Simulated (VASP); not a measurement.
Here is a VASP 6.6.1 calculation.

File INCAR:

```
PREC = Accurate ; ENCUT = 520
EDIFF = 1E-6 ; ISMEAR = 0
SIGMA = 0.05 ; LREAL = F
LASPH = T ; NELM = 80
ALGO = Normal ; ISIF = 2
LWAVE = F ; LCHARG = F
GGA = PE ; NBANDS = 16
```

File KPOINTS:

```
regular mesh
0
Gamma
  12 12 10
```

File POSCAR:

```
C
1.0
    0.0000000000     -1.7834000000     -1.7834000000
   -1.7834000000      0.0000000000     -1.7834000000
    1.7834000000      1.7834000000     -3.5668000000
C
4
Direct
    0.7742801784      0.7742801784      0.7419066072
    0.2742801784      0.2742801784      0.2419066072
    0.3507198216      0.3507198216      0.8830933928
    0.8507198216      0.8507198216      0.3830933928
```

Potentials or basis: VASP PAW PBE potentials, release 64 (C).

Command:

```sh
$ cat potpaw_PBE.64/C/POTCAR > POTCAR
$ mpirun -np 1 vasp_std > vasp.out
```

(1) What does it give for the largest force?

(2) What does it give for the pressure?

(3) Estimate the band gap on the k mesh.

## Answers

(1) 4.468 eV/Å.

(2) 12.2 GPa.

(3) 0.56 eV.

Caveat: the cell differs from its parent crystal (atoms displaced along a vibrational mode); the cell stands under pressure; semilocal functionals underestimate gaps, and a narrow one can read as zero; forces of over 1 eV/Å act on the atoms, so gaps and moduli don't describe the material at rest.
